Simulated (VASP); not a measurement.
Wanted: the native input for a VASP 6.6.1 run.

```yaml
Task: single point
Functional: PBE
Dispersion: D3(BJ)
Potentials_or_basis: VASP PAW PBE potentials, release 64 (Zn, S)
Cutoff: 520 eV
k_mesh: 6 × 6 × 6
Occupations: fermi-dirac, width 0.05 eV
Spin: no spin polarisation
Dipole_correction: no
Further_INCAR_settings: ALGO = Normal; EDIFF = 1e-06; NBANDS = 16
```

The structure of ZnS lies in POSCAR:

```
ZnS
1.0
    3.8012984866      0.0000000000      0.0000000000
    1.9006492433      3.2920210568      0.0000000000
    1.9006492433      1.0973403523      3.1037472174
Zn S
1 1
Direct
    0.2500000000      0.2500000000      0.2500000000
    0.0000000000      0.0000000000      0.0000000000
```

These files were run (other wordings do the same):

INCAR

```
SYSTEM = ZnS
ALGO     = Normal         ! electronic algorithm
EDIFF    = 1E-6           ! SCF threshold, eV
ENCUT    = 520            ! plane-wave cutoff, eV
GGA      = PE             ! functional
ISIF     = 2              ! what is computed and relaxed
ISMEAR   = -1             ! smearing method
IVDW     = 12             ! dispersion correction
LASPH    = .True.         ! aspherical terms in the spheres
LCHARG   = .False.        ! write CHGCAR
LREAL    = .False.        ! projectors in reciprocal space
LWAVE    = .False.        ! write WAVECAR
NBANDS   = 16             ! bands
NELM     = 100            ! most SCF steps
PREC     = Accurate       ! precision mode
SIGMA    = 0.05           ! smearing width, eV
```

KPOINTS

```
k-points
0
Gamma
  6 6 6
  0 0 0
```

Potentials or basis: VASP PAW PBE potentials, release 64 (Zn, S).

Run with:

```sh
$ cat potpaw_PBE.64/Zn/POTCAR potpaw_PBE.64/S/POTCAR > POTCAR
$ mpirun -np 1 vasp_std > vasp.out
```

Results of the run:

- Pressure: 0.2 GPa
- Band gap on the k mesh: 2.18 eV, direct
- Dispersion energy per atom: -0.314 eV

It took 5 s on 1 thread of Intel(R) Xeon(R) Platinum 8559C (Emerald Rapids), with other jobs on the host, peak memory 0.16 GiB.
